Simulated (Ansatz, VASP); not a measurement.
# Two plane-wave programs on MoS2

File POSCAR:

```
MoS2
1.0
    1.5637162700      0.9028086200      6.0470293900
   -1.5637162700      0.9028086200      6.0470293900
    0.0000000000     -1.8056271400      6.0470293900
Mo S
1 2
Direct
    0.0000000000      0.0000000000      0.0000000000
    0.2500000000      0.2500000000      0.2500000000
    0.4170000000      0.4170000000      0.4170000000
```

The input INCAR.step1:

```
SYSTEM = MoS2
PREC = Accurate ; ENCUT = 520
ISMEAR = 1 ; SIGMA = 0.0294
LREAL = .False. ; LASPH = .True.
NELM = 100 ; NBANDS = 20
GGA = PE ; ALGO = Normal
EDIFF = 1E-4 ; LWAVE = .True.
LCHARG = .False.
```

File INCAR.step2:

```
SYSTEM = MoS2
PREC = Accurate ; ENCUT = 520
EDIFF = 1E-7 ; ISMEAR = 1
SIGMA = 0.0294 ; LREAL = .False.
LASPH = .True. ; NELM = 100
ALGO = Normal ; ISIF = 2
LWAVE = .False. ; LCHARG = .False.
METAGGA = R2SCAN ; LMIXTAU = .True.
NBANDS = 20 ; ISTART = 1
```

The input KPOINTS:

```
regular mesh
0
Gamma
  9 9 9
  0 0 0
```

Input for Ansatz:

```yaml
crystal:
  lattice:
    - [1.56371627, 0.90280862, 6.04702939]
    - [-1.56371627, 0.90280862, 6.04702939]
    - [0.0, -1.80562714, 6.04702939]
  atoms:
    - { symbol: Mo, position: [0.0, 0.0, 0.0] }
    - { symbol: S, position: [0.25, 0.25, 0.25] }
    - { symbol: S, position: [0.417, 0.417, 0.417] }
  symmetry: { tolerance: 0.0003 }
kpoints:
  mp_grid: { grid: [9, 9, 9], shift: [0, 0, 0] }
  band_path:
    path:
      - [0.0, 0.0, 0.0]
      - [-0.5, -0.5, -0.5]
      - [-0.5, -0.18152668, -0.81847332]
      - [-0.18152668, 0.18152668, -0.5]
      - [0.0, 0.0, -0.5]
      - [0.0, 0.0, 0.0]
      - [0.0, 0.34076334, -0.34076334]
      - [-0.34076334, 0.0, -0.65923666]
      - [-0.5, 0.0, -0.5]
      - [0.0, 0.0, 0.0]
    npoints: 6
magnetization:
  spin_polarized: false
scf:
  occupations: { method: methfessel_paxton, width: 0.0294 }
  lower_state_search: "off"
  max_iter: 200
hamiltonian:
  pseudopotentials: { kind: paw }
  xc: r2scan
basis:
  ecutwfc: 500
  fft_grid_basis: typed
output:
  forces: true
  stress: true
  eigenvalues: true
  bader: true
  populations: true
  elf: true
  write_potential: true
  volumetric_format: npy
  dos:
    e_range: [-12, 8]
    de: 0.05
    projected: { site_lists: { Mo: [Mo], S: [S] } }
checkpoint:
  read: saved_state
```

Alike in both runs: task single point; functional r2SCAN; k mesh 9 × 9 × 9; occupations methfessel-paxton of order 1, width 0.0294 eV; no spin polarisation.

```csv
,VASP,Ansatz
version,VASP 6.6.1,Ansatz 0.2.0
potentials or method,"VASP PAW PBE potentials, release 64 (Mo_sv, S), cutoff 520 eV",PAW plane waves
valence electrons in the cell,26,26
```

VASP gave:

| Item | Value |
| --- | --- |
| gap on the k mesh at the Fermi level (eV) | 0.94 |
| pressure (GPa) | 11.2 |
| traceless stress, the component that is largest in VASP (GPa) | 1.80 |
| rms of the force components (eV/Å) | 0.520 |

Question: Which values does Ansatz return?

Answer: gap on the k mesh at the Fermi level (eV): 0.91; pressure (GPa): 11.1; traceless stress, the component that is largest in VASP (GPa): 1.88; rms of the force components (eV/Å): 0.519.

VASP's potentials were made for PBE, not for r2SCAN. Atom by atom the forces differ by 0.001 eV/Å (rms over components). Ansatz's warnings: structure snapped to symmetry.
